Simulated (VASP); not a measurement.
Here is a VASP 6.6.1 calculation.

Contents of INCAR:

```
SYSTEM = HfN
PREC = Accurate
ENCUT = 520
EDIFF = 1E-6
ISMEAR = 0
SIGMA = 0.05
LREAL = .False.
LASPH = .True.
NELM = 100
ALGO = Normal
ISIF = 2
LWAVE = .False.
LCHARG = .True.
GGA = PE
LELF = .True.
LVHAR = .True.
NBANDS = 23
```

KPOINTS

```
regular mesh
0
Gamma
  10 10 8
  0 0 0
```

Contents of POSCAR:

```
HfN
1.0
    3.8409395433      0.0000000000      0.0000000000
    0.0000000000      3.8409395433      0.0000000000
    0.0000000000      0.0000000000      4.6637861315
Hf N
2 2
Direct
    0.5000000000      0.0000000000      0.1820217864
    0.0000000000      0.5000000000      0.8179782136
    0.0000000000      0.0000000000      0.0000000000
    0.5000000000      0.5000000000      0.0000000000
```

Potentials or basis: VASP PAW PBE potentials, release 64 (Hf_pv, N).

The run is started by

```bash
$ cat potpaw_PBE.64/Hf_pv/POTCAR potpaw_PBE.64/N/POTCAR > POTCAR
$ mpirun -np 1 vasp_std > vasp.out
```

Problem. What does it give for the pressure?

Solution. 1.4 GPa.

Problem. Predict the largest force.

Solution. 0.179 eV/Å.

Problem. Estimate the band gap on the k mesh.

Solution. Zero (band 15 reaches 5.22 eV, above the bottom of band 16 at 2.97 eV).

Stress tensor (GPa, compression positive):
```
1.11 0.00 0.00
0.00 1.11 0.00
0.00 0.00 1.91
```

Caveat: spin-orbit coupling is left out, which moves the levels of the heavy elements.
